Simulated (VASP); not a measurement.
# PC2 (C2/m) in VASP: further runs

PC2 is run at these levels: PBE; tasks: single point, relaxation of cell and atoms.

All numbers are computed with VASP 6.6.1; they aren't measurements. Logs are shortened: lines on timing, memory, paths and dates and some standing lists are left out, and cuts for length are marked.

## 1. The cell of the first run

The structure is monoclinic, space group C2/m (No. 12). Conventional cell: a = 4.639 Å, b = 8.165 Å, c = 4.263 Å, α = 90.00°, β = 109.81°, γ = 90.00°. P (site symmetry m) has 2 C at 1.83 Å and 1 P at 2.20 Å within 2.4 Å. C (site symmetry 1) has 2 C at 1.41 to 1.44 Å and 1 P at 1.83 Å within 1.9 Å.

## 2. Single point, PBE

Contents of INCAR:

```
SYSTEM = PC2
PREC     = Accurate       ! precision mode
ENCUT    = 1300           ! plane-wave cutoff, eV
EDIFF    = 1E-6           ! SCF threshold, eV
ISMEAR   = 0              ! smearing method
SIGMA    = 0.1            ! smearing width, eV
LREAL    = .False.        ! projectors in reciprocal space
LASPH    = .True.         ! aspherical terms in the spheres
NELM     = 120            ! most SCF steps
ALGO     = Normal         ! electronic algorithm
ISIF     = 2              ! what is computed and relaxed
LWAVE    = .False.        ! write WAVECAR
LCHARG   = .False.        ! write CHGCAR
GGA      = PE             ! functional
NBANDS   = 22             ! bands
GGA_COMPAT= .False.
```

Contents of KPOINTS:

```
regular mesh
0
Gamma
  8 8 8
  0 0 0
```

Contents of POSCAR:

```
PC2
1.0
    2.3194958610     -4.0825028089     -0.0022689283
    2.3194958610      4.0825028089     -0.0022689283
   -1.4407533948      0.0000000000      4.0123173240
P C
2 4
Direct
    0.7684219219      0.7684219219      0.8120385938
    0.2315780781      0.2315780781      0.1879614062
    0.4641312539      0.8314045740      0.9787470042
    0.5358687461      0.1685954260      0.0212529958
    0.1685954260      0.5358687461      0.0212529958
    0.8314045740      0.4641312539      0.9787470042
```

Potentials or basis: VASP PAW PBE potentials, release 64 (P, C_h).

Run with:

```
$ cat potpaw_PBE.64/P/POTCAR potpaw_PBE.64/C_h/POTCAR > POTCAR
$ mpirun -np 1 vasp_std > vasp.out
```

OUTCAR:

```text
SYSTEM = PC2
   PREC = Accurate
   ENCUT = 1300
   EDIFF = 1E-6
   ISMEAR = 0
   LREAL = .False.
   LASPH = .True.
   NELM = 120
   ISIF = 2
   GGA = PE

 ion  position               nearest neighbor table
   1  0.768  0.768  0.812-   3 1.83   6 1.83   2 2.20
   2  0.232  0.232  0.188-   4 1.83   5 1.83   1 2.20
   3  0.464  0.831  0.979-   4 1.41   5 1.44   1 1.83
   4  0.536  0.169  0.021-   3 1.41   6 1.44   2 1.83
   5  0.169  0.536  0.021-   6 1.41   3 1.44   2 1.83
   6  0.831  0.464  0.979-   5 1.41   4 1.44   1 1.83

  LATTYP: Found a base centered monoclinic cell.
 ALAT       =     4.6389939415
 B/A-ratio  =     1.7600811126
 C/A-ratio  =     0.9189819058
 COS(beta)  =    -0.3388754893

  Lattice vectors:

 A1 = (   2.3194958610,  -4.0825028089,  -0.0022689283)
 A2 = (   2.3194958610,   4.0825028089,  -0.0022689283)
 A3 = (  -1.4407533948,   0.0000000000,   4.0123173240)

Analysis of symmetry for initial positions (statically):
=====================================================================
 Subroutine PRICEL returns:
 Original cell was already a primitive cell.

 Routine SETGRP: Setting up the symmetry group for a
 base centered monoclinic supercell.

 Subroutine GETGRP returns: Found  4 space group operations
 (whereof  4 operations were pure point group operations)
 out of a pool of  4 trial point group operations.

The static configuration has the point symmetry C_2h.

Analysis of symmetry for dynamics (positions and initial velocities):
=====================================================================
 Subroutine PRICEL returns:
 Original cell was already a primitive cell.

 Routine SETGRP: Setting up the symmetry group for a
 base centered monoclinic supercell.

 Subroutine GETGRP returns: Found  4 space group operations
 (whereof  4 operations were pure point group operations)
 out of a pool of  4 trial point group operations.

The dynamic configuration has the point symmetry C_2h.

 Subroutine INISYM returns: Found  4 space group operations
 (whereof  4 operations are pure point group operations),
 and found     1 'primitive' translations

----------------------------------------------------------------------------------------

                                     Primitive cell

  volume of cell :      75.9614

  direct lattice vectors                    reciprocal lattice vectors
[... 97 lines left out ...]
   EDIFFG = 0.1E-04   stopping-criterion for IOM
   NSW    =      0    number of steps for IOM
   IBRION =     -1    ionic relax: 0-MD 1-quasi-New 2-CG
   NFREE  =      0    steps in history (QN), initial steepest desc. (CG)
   ISIF   =      2    stress and relaxation
   ISYM   =      2    0-nonsym 1-usesym 2-fastsym
   POTIM  = 0.5000    time-step for ionic-motion
   TEBEG  =    0.0;   TEEND  =   0.0 temperature during run
   PSTRESS=    0.0 pullay stress
   NELECT =      26.0000    total number of electrons
   NUPDOWN=      -1.0000    fix difference up-down
   EMIN   =  10.00;   EMAX   =-10.00  energy-range for DOS
   EFERMI =   0.00;   METHOD = LEGACY
   ISMEAR =     0;   SIGMA  =   0.10  broadening in eV -4-tet -1-fermi 0-gaus
   EFERMI_NEDOS =   21; number of points for ismear=-14 and -15
   IALGO  =     38    algorithm
   IMIX   =      4    mixing-type and parameters
     AMIX     =   0.40;   BMIX     =  1.00
     AMIX_MAG =   1.60;   BMIX_MAG =  1.00
  volume/ion in A,a.u.               =      12.66        85.44
  Fermi-wavevector in a.u.,A,eV,Ry     =   1.145166  2.164049 17.842743  1.311405
  Thomas-Fermi vector in A             =   2.281855
   LORBIT       =      0    0 simple, 1 ext, 2 COOP (PROOUT), +10 PAW based schemes
   GGA     = PE    functional components
   LHFCALC =     F    Hartree Fock is set to
   AEXX    =    0.0000 exact exchange contribution
   IVDW    =     0    specifies the selected vdW correction
   LEPSILON=     F    determine dielectric tensor
   LRPA    =     F    only Hartree local field effects (RPA)
 non-spin polarized calculation
 Gauss-broadening in eV      SIGMA  =   0.10
  energy-cutoff  :     1300.00
  volume of cell :       75.96
 maximum number of plane-waves:      8116
   NGX = 27   NGY = 27   NGZ = 25

 number of electron      26.0000000 magnetization

 Free energy of the ion-electron system (eV)
  ---------------------------------------------------
  ext. energy  EPLUGINS =         0.00000000
  ---------------------------------------------------
  free energy    TOTEN  =       -45.11920538 eV

  energy without entropy =      -45.11570100  energy(sigma->0) =      -45.11745319

 E-fermi :   5.4727     XC(G=0):  -9.8552

 val. band max:        5.4482020803   @ k =   0.5000   0.3750   0.1250
 cond. band min:       5.4924198952   @ k =   0.5000   0.3750   0.3750
 fundamental gap:      0.0442178149
 Fermi energy:         5.4727070139

 k-point     1 :       0.0000    0.0000    0.0000
  band No.  band energies     occupation
      1     -12.7379      2.00000
      2      -7.5157      2.00000
      3      -7.4079      2.00000
      4      -5.8292      2.00000
      5      -5.5818      2.00000
      6      -3.5938      2.00000
[... 589 lines left out ...]
     21      12.9850      0.00000
     22      14.4222      0.00000

 [... further k-points ...]

------------------------ aborting loop because EDIFF is reached ----------------------------------------

  FORCE on cell =-STRESS in cart. coord.  units (eV):
  Direction    XX          YY          ZZ          XY          YZ          ZX
  --------------------------------------------------------------------------------------
  -------------------------------------------------------------------------------------
  Total       -0.1536464     -0.2384792     -0.0829118      0.0000000      0.0000000      0.0234992
  in kB       -3.2407101     -5.0300030     -1.7487750      0.0000000      0.0000000      0.4956447
  external PRESSURE =      -3.3398293 kB  Pullay stress =       0.0000000 kB

 VOLUME and BASIS-vectors are now :
 -----------------------------------------------------------------------------
  energy-cutoff  :     1300.00
  volume of cell :       75.96
      direct lattice vectors                 reciprocal lattice vectors
     2.319495861 -4.082502809 -0.002268928     0.215639828 -0.122473890  0.077432513
     2.319495861  4.082502809 -0.002268928     0.215639828  0.122473890  0.077432513
    -1.440753395  0.000000000  4.012317324     0.000243885  0.000000000  0.249320105

 POSITION                                       TOTAL-FORCE (eV/Angst)
 -----------------------------------------------------------------------------------
      2.39476      0.00000      3.25467        -0.004258      0.000000      0.053890
      0.80348      0.00000      0.75311         0.004258      0.000000     -0.053890
      1.59486      1.49939      3.92410         0.012887     -0.028722     -0.014221
      1.60338     -1.49939      0.08368        -0.012887      0.028722      0.014221
      1.60338      1.49939      0.08368        -0.012887     -0.028722      0.014221
      1.59486     -1.49939      3.92410         0.012887      0.028722     -0.014221
 -----------------------------------------------------------------------------------
    total drift:                                0.000000     -0.000000     -0.000000

  FREE ENERGIE OF THE ION-ELECTRON SYSTEM (eV)
  ---------------------------------------------------
  free  energy   TOTEN  =       -45.1192053835 eV

  energy  without entropy=      -45.1157010041  energy(sigma->0) =      -45.11745319
```

It took 10 min on 1 thread of Intel Xeon 6975P-C (Granite Rapids), shared host; peak memory 0.93 GiB.

What came out:

```yaml
Free_energy: -45.1192 eV
Pressure: -0.3 GPa
Largest_force: 0.054 eV/Å
Band_gap_on_the_k_mesh: zero (bands 13 and 14 overlap by 1.28 eV)
```

Forces on the atoms (eV/Å):
```
P   -0.004  0.000  0.054
P    0.004  0.000 -0.054
C    0.013 -0.029 -0.014
C   -0.013  0.029  0.014
C   -0.013 -0.029  0.014
C    0.013  0.029 -0.014
```

Stress tensor (GPa, compression positive):
```
-0.32  0.00  0.05
 0.00 -0.50  0.00
 0.05  0.00 -0.17
```

Levels at points of the mesh, in eV from the Fermi level:
```tsv
k point	band 11	band 12	band 13	band 14	band 15	band 16
(0.00, 0.00, 0.00)	-2.37	-2.10	-1.57	0.64	3.63	3.80
(0.50, 0.00, 0.00)	-2.51	-2.35	-0.34	1.59	2.03	3.19
(0.50, 0.50, 0.00)	-3.96	-2.61	-1.26	-0.71	2.44	3.45
(0.00, 0.00, 0.50)	-2.75	-1.19	-0.84	0.72	1.38	4.35
(0.50, 0.00, 0.50)	-2.59	-2.51	-1.93	2.23	3.14	4.09
(0.50, 0.50, 0.50)	-4.07	-2.69	-0.63	1.74	2.81	3.38
```

## 3. Relaxation of cell and atoms, PBE

This run uses another cell than the first one, of 15.29 Å³/atom.

Contents of INCAR:

```
SYSTEM = PC2
ALGO     = Normal         ! electronic algorithm
EDIFF    = 1E-7           ! SCF threshold, eV
EDIFFG   = -0.08          ! ionic threshold
ENCUT    = 1300           ! plane-wave cutoff, eV
GGA      = PE             ! functional
GGA_COMPAT= .False.      
IBRION   = 2              ! ionic algorithm
ISIF     = 3              ! what is computed and relaxed
ISMEAR   = 0              ! smearing method
LASPH    = .True.         ! aspherical terms in the spheres
LCHARG   = .False.        ! write CHGCAR
LREAL    = .False.        ! projectors in reciprocal space
LWAVE    = .False.        ! write WAVECAR
NELM     = 120            ! most SCF steps
NELMIN   = 4            
NSW      = 36             ! ionic steps
PREC     = Accurate       ! precision mode
SIGMA    = 0.2            ! smearing width, eV
```

Contents of KPOINTS:

```
k-points
0
Gamma
  4 4 3
  0 0 0
```

Contents of POSCAR:

```
PC2
1.0
    2.1500000000     -4.2000000000      0.0000000000
    2.1500000000      4.2000000000      0.0000000000
   -0.4444942900      0.0000000000      5.0805929600
P C
2 4
Direct
    0.8600000000      0.8600000000      0.8140000000
    0.1400000000      0.1400000000      0.1860000000
    0.4890000000      0.8410000000      0.9700000000
    0.5110000000      0.1590000000      0.0300000000
    0.1590000000      0.5110000000      0.0300000000
    0.8410000000      0.4890000000      0.9700000000
```

Potentials or basis: VASP PAW PBE potentials, release 64 (P, C_h).

Run with:

```
$ cat potpaw_PBE.64/P/POTCAR potpaw_PBE.64/C_h/POTCAR > POTCAR
$ mpirun -np 1 vasp_std > vasp.out
```

It took 22 min on 1 thread of Intel Xeon Platinum 8259CL at 2.50GHz (Skylake/Cascade Lake), shared host; peak memory 0.53 GiB.

It converged, with:

| Quantity | Value |
| --- | --- |
| Free energy | -45.0111 eV |
| Relaxed volume | 15.66 Å³/atom |
| Relaxed cell | a = 4.712 Å, b = 4.712 Å, c = 4.933 Å, α = 91.14°, β = 91.14°, γ = 120.88° |
| Space group after relaxing (to 0.1 Å) | C2/m (No. 12) |
| Energy gained by relaxing | 219.3 meV/atom |
| Ionic steps | 19 |
| Pressure after relaxing | -0.3 GPa |
| Largest force after relaxing | 0.035 eV/Å |
| Band gap on the k mesh | zero (bands 13 and 14 overlap by 0.09 eV) |

Forces on the atoms (eV/Å):
```
P   -0.027  0.000  0.022
P    0.027  0.000 -0.022
C   -0.010  0.002  0.002
C    0.010 -0.002 -0.002
C    0.010  0.002 -0.002
C   -0.010 -0.002  0.002
```

Stress tensor (GPa, compression positive):
```
-0.41  0.00 -0.36
 0.00 -0.25  0.00
-0.36  0.00 -0.22
```

Step by step:
| step | energy change (eV) | largest force (eV/Å) | pressure (GPa) | volume (Å³) |
| --- | --- | --- | --- | --- |
| 1 | 0.0000 | 2.3053 | -6.66 | 91.76 |
| 2 | 0.3309 | 7.5522 | 25.43 | 83.22 |
| 3 | -0.7011 | 1.4522 | 4.99 | 87.76 |
| 4 | -0.7033 | 1.4210 | 5.74 | 87.56 |
| 5 | -1.0565 | 1.7087 | 1.39 | 90.65 |
| 6 | -1.0841 | 1.2498 | 2.03 | 90.04 |
| 7 | -1.1083 | 1.2877 | -1.40 | 93.74 |
| 8 | -1.1808 | 0.4830 | -0.04 | 92.00 |
| 9 | -1.2660 | 0.4579 | 0.10 | 93.05 |
| 10 | -1.2700 | 0.6053 | 0.16 | 93.34 |
| 11 | -1.2928 | 0.3987 | -0.89 | 94.00 |
| 12 | -1.2952 | 0.2504 | -0.68 | 93.84 |
| 13 | -1.3070 | 0.3016 | 0.33 | 93.41 |
| 14 | -1.3072 | 0.2616 | 0.20 | 93.46 |
| 15 | -1.3123 | 0.1493 | 0.47 | 93.48 |
| 16 | -1.3125 | 0.1225 | 0.43 | 93.48 |
| 17 | -1.3144 | 0.1204 | -0.32 | 93.91 |
| 18 | -1.3144 | 0.1212 | -0.41 | 93.96 |
| 19 | -1.3161 | 0.0349 | -0.29 | 93.93 |

Final structure:
```
P C
1.0
     2.32391   -4.09865    0.06122
     2.32391    4.09865    0.06122
    -0.32923    0.00000    4.92225
P C
2 4
Direct
  0.81985 0.81985 0.85272
  0.18015 0.18015 0.14728
  0.46945 0.83614 0.98468
  0.53055 0.16386 0.01532
  0.16386 0.53055 0.01532
  0.83614 0.46945 0.98468
```

Levels at points of the mesh, in eV from the Fermi level:
```tsv
k point	band 10	band 11	band 12	band 13	band 14	band 15	band 16	band 17
(0.00, 0.00, 0.00)	-3.08	-2.12	-1.84	-0.98	0.84	3.11	3.93	5.26
(0.50, 0.00, 0.00)	-4.51	-2.35	-2.15	-1.15	2.17	2.37	3.65	4.19
(0.50, 0.50, 0.00)	-4.10	-3.09	-2.92	-0.54	0.07	2.99	3.46	4.72
```

Caveat: the k points lie up to 0.42 Å⁻¹ apart in the final cell; this functional lacks dispersion, which binds layers or chains, so the pressure and a relaxed spacing across them are unreliable; the relaxation stopped at a loose force limit of 0.08 eV/Å, so its end isn't a converged minimum.

The gap in the log of VASP goes by the Fermi energy; the results here count the filled bands.